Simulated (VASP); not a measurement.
Set up this calculation in VASP 6.6.1, as the native input.

- Task: relaxation of cell and atoms
- Functional: LDA
- Potentials or basis: VASP PAW LDA potentials, release 64 (K_sv)
- Cutoff: 600 eV
- k mesh: 16 × 16 × 16
- Occupations: gaussian, width 0.1 eV
- Spin: no spin polarisation
- Dipole correction: no
- Further INCAR settings: ALGO = Normal; EDIFF = 1e-06; IBRION = 2; EDIFFG = -0.002; NSW = 100; ISIF = 3

The structure of K lies in POSCAR:

```
K
1.0
   -2.6180000000      2.6180000000      2.6180000000
    2.6180000000     -2.6180000000      2.6180000000
    2.6180000000      2.6180000000     -2.6180000000
K
1
Direct
    0.0000000000      0.0000000000      0.0000000000
```

These files were run (other wordings do the same):

INCAR

```
  PREC = Accurate
  ENCUT = 600
  EDIFF = 1E-6
  ISMEAR = 0
  SIGMA = 0.1
  LREAL = False
  LASPH = True
  NELM = 60
  ALGO = Normal
  ISIF = 3
  LWAVE = False
  LCHARG = False
  GGA = CA
  IBRION = 2
  NSW = 100
  EDIFFG = -0.002
```

KPOINTS

```
regular mesh
0
Gamma
  16 16 16
```

Potentials or basis: VASP PAW LDA potentials, release 64 (K_sv).

The run is started by

```bash
$ cat potpaw_LDA.64/K_sv/POTCAR > POTCAR
$ mpirun -np 1 vasp_std > vasp.out
```

It gave:

```yaml
Relaxed_volume: 64.09 Å³/atom
Relaxed_cell: a = 4.366 Å, b = 4.366 Å, c = 4.366 Å, α = 109.47°, β = 109.47°, γ = 109.47°
Space_group_after_relaxing_to_0.1_Å: Im-3m (No. 229)
Energy_gained_by_relaxing: 10.8 meV/atom
Ionic_steps: 12
Pressure_after_relaxing: 0.0 GPa
Band_gap_on_the_k_mesh: zero (an odd number of electrons rules out a gap without spin polarisation)
```

Wall time 5.9 min on 1 thread of Intel(R) Xeon(R) Platinum 8259CL CPU @ 2.50GHz (Skylake/Cascade Lake), with other jobs on the host, peak memory 0.26 GiB.
